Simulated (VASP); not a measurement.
# Mo (Im-3m) in VASP: a series of runs, part 2 of 2

VASP 6.6.1.

**4. Single point, PBEsol**

This run uses another cell than the first one, of 13.53 Å³/atom.

File INCAR:

```
SYSTEM = Mo
PREC = Accurate
ENCUT = 520
EDIFF = 1E-6
ISMEAR = -1
SIGMA = 0.1
LREAL = .False.
LASPH = .True.
NELM = 60
ALGO = Normal
ISIF = 2
LWAVE = .False.
LCHARG = .False.
GGA = PS
NBANDS = 13
```

File KPOINTS:

```
Automatic mesh
0
Gamma
  20 20 20
  0 0 0
```

File POSCAR:

```
Mo
1.0
   -1.5012165497      1.5012165497      1.5012165497
    1.5012165497     -1.5012165497      1.5012165497
    1.5012165497      1.5012165497     -1.5012165497
Mo
1
Direct
    0.0000000000      0.0000000000      0.0000000000
```

Potentials or basis: VASP PAW PBE potentials, release 64 (Mo_sv).

Command:

```
cat potpaw_PBE.64/Mo_sv/POTCAR > POTCAR
mpirun -np 1 vasp_std > vasp.out
```

OUTCAR:

```text
SYSTEM = Mo
   PREC = Accurate
   ENCUT = 520
   EDIFF = 1E-6
   ISMEAR = -1
   LREAL = .False.
   LASPH = .True.
   NELM = 60
   ISIF = 2
   GGA = PS

 ion  position               nearest neighbor table
   1  0.000  0.000  0.000-

  LATTYP: Found a body centered cubic cell.
 ALAT       =     3.0024330994

  Lattice vectors:

 A1 = (  -1.5012165497,   1.5012165497,   1.5012165497)
 A2 = (   1.5012165497,  -1.5012165497,   1.5012165497)
 A3 = (   1.5012165497,   1.5012165497,  -1.5012165497)

Analysis of symmetry for initial positions (statically):
=====================================================================
 Subroutine PRICEL returns:
 Original cell was already a primitive cell.

 Routine SETGRP: Setting up the symmetry group for a
 body centered cubic supercell.

 Subroutine GETGRP returns: Found 48 space group operations
 (whereof 48 operations were pure point group operations)
 out of a pool of 48 trial point group operations.

The static configuration has the point symmetry O_h .

Analysis of symmetry for dynamics (positions and initial velocities):
=====================================================================
[... 160 lines left out ...]
 Fermi energy:        14.9694832114

 k-point     1 :       0.0000    0.0000    0.0000
  band No.  band energies     occupation
      1     -46.3433      2.00000
      2     -19.2038      2.00000
      3     -19.2038      2.00000
      4     -19.2038      2.00000
      5       7.2371      2.00000
      6      13.2451      2.00000
      7      13.2451      2.00000
      8      13.2451      2.00000
      9      16.8351      0.00000
     10      16.8351      0.00000
     11      29.8964      0.00000
     12      29.8964      0.00000
     13      29.8964      0.00000
[... 354 lines left out ...]
  band No.  band energies     occupation
      1     -46.0198      2.00000
      2     -20.7025      2.00000
      3     -19.6891      2.00000
      4     -19.2978      2.00000
      5       9.6743      2.00000
      6      11.5414      2.00000
      7      13.1741      2.00000
      8      16.1030      0.00002
      9      17.5174      0.00000
     10      18.1163      0.00000
     11      29.9689      0.00000
     12      32.0155      0.00000
     13      35.6512      0.00000

 [... further k-points ...]
[... 5 lines left out ...]
  --------------------------------------------------------------------------------------
  -------------------------------------------------------------------------------------
  Total        3.8838493      3.8838493      3.8838493      0.0000000     -0.0000000      0.0000000
  in kB      459.8147806    459.8147806    459.8147806      0.0000000     -0.0000000      0.0000000
  external PRESSURE =     459.8147806 kB  Pullay stress =       0.0000000 kB

 VOLUME and BASIS-vectors are now :
 -----------------------------------------------------------------------------
  energy-cutoff  :      520.00
  volume of cell :       13.53
      direct lattice vectors                 reciprocal lattice vectors
    -1.501216550  1.501216550  1.501216550     0.000000000  0.333063208  0.333063208
     1.501216550 -1.501216550  1.501216550     0.333063208  0.000000000  0.333063208
     1.501216550  1.501216550 -1.501216550     0.333063208  0.333063208  0.000000000

 POSITION                                       TOTAL-FORCE (eV/Angst)
 -----------------------------------------------------------------------------------
      0.00000      0.00000      0.00000         0.000000      0.000000     -0.000000
 -----------------------------------------------------------------------------------
    total drift:                                0.000000     -0.000000      0.000000

  FREE ENERGIE OF THE ION-ELECTRON SYSTEM (eV)
  ---------------------------------------------------
  free  energy   TOTEN  =       -11.5528991314 eV

  energy  without entropy=      -11.5328591200  energy(sigma->0) =      -11.54287913
```

OSZICAR:

```text
N       E                     dE             d eps       ncg     rms          rms(c)
DAV:   1     0.905370015243E+02    0.90537E+02   -0.80904E+03  6762   0.112E+03
DAV:   2    -0.110367117490E+02   -0.10157E+03   -0.97304E+02  7616   0.313E+02
DAV:   3    -0.121734665759E+02   -0.11368E+01   -0.11341E+01  7401   0.329E+01
DAV:   4    -0.121757701617E+02   -0.23036E-02   -0.23035E-02  7601   0.179E+00
DAV:   5    -0.121757826492E+02   -0.12487E-04   -0.12487E-04  7496   0.119E-01    0.220E+01
DAV:   6    -0.116514508533E+02    0.52433E+00   -0.56640E-01  6876   0.958E+00    0.762E+00
DAV:   7    -0.115579781794E+02    0.93473E-01   -0.15176E-01  7381   0.476E+00    0.762E-01
DAV:   8    -0.115528782955E+02    0.50999E-02   -0.40498E-03  6871   0.831E-01    0.134E-01
DAV:   9    -0.115528937349E+02   -0.15439E-04   -0.52974E-05  7906   0.856E-02    0.820E-02
DAV:  10    -0.115528988432E+02   -0.51083E-05   -0.98033E-06  6991   0.392E-02    0.313E-03
DAV:  11    -0.115528991314E+02   -0.28817E-06   -0.77144E-08  3633   0.358E-03
   1 F= -.11552899E+02 E0= -.11542879E+02  d E =-.200400E-01
```

stdout:

```text
POSCAR found type information on POSCAR Mo
 POSCAR found :  1 types and       1 ions
 scaLAPACK will be used
 -----------------------------------------------------------------------------
|                                                                             |
|                                                                             |
|     You enforced a specific xc type in the INCAR file but a different       |
|     I HOPE YOU KNOW WHAT YOU ARE DOING!                                     |
|                                                                             |
 -----------------------------------------------------------------------------

 LDA part: xc-table for (Slater+PW92), standard interpolation
 POSCAR, INCAR and KPOINTS ok, starting setup
 FFT: planning ... GRIDC
 FFT: planning ... GRID_SOFT
 FFT: planning ... GRID
 WAVECAR not read
 entering main loop
```

Run time: 20 s. Hardware: 1 thread of Intel Xeon Platinum 8488C (Sapphire Rapids), shared host; peak memory 0.16 GiB.

What came out:

| Property | Result |
| --- | --- |
| Free energy | -11.5529 eV |
| Pressure | 46.0 GPa |
| Band gap on the k mesh | zero (bands 7 and 8 overlap by 6.59 eV) |

Caveat: the cell stands under pressure; the PAW data sets were made with another functional, which shifts forces and pressure a little.

**5. The runs side by side**

```csv
task,cell,k mesh,cutoff (eV),smearing,gap on the mesh (eV),pressure (GPa)
relaxation of cell and atoms,"relaxed to 45 GPa from a = 2.725 Å, angles 109.5°, 1 atom",8 × 8 × 8,600,gaussian 0.1 eV,none,45.3
relaxation of cell and atoms,"relaxed to 45 GPa from a = 2.598 Å, angles 109.5°, 1 atom",10 × 10 × 10,600,gaussian 0.1 eV,none,45.0
single point,"a = 2.600 Å, angles 109.5°, 1 atom",20 × 20 × 20,520,fermi-dirac 0.1 eV,none,46.0
```

Alike in all rows: level PBEsol; potentials or basis VASP PAW PBE potentials, release 64 (Mo_sv); no spin polarisation.

Caveats: the PAW data sets were made with another functional, which shifts forces and pressure a little; the cell is relaxed towards a set pressure, so the run minimises the enthalpy, not the energy (at least some runs); the cell stands under pressure (at least some runs).

Total energies depend on the potentials used, so only differences within one code and one set of settings carry meaning.
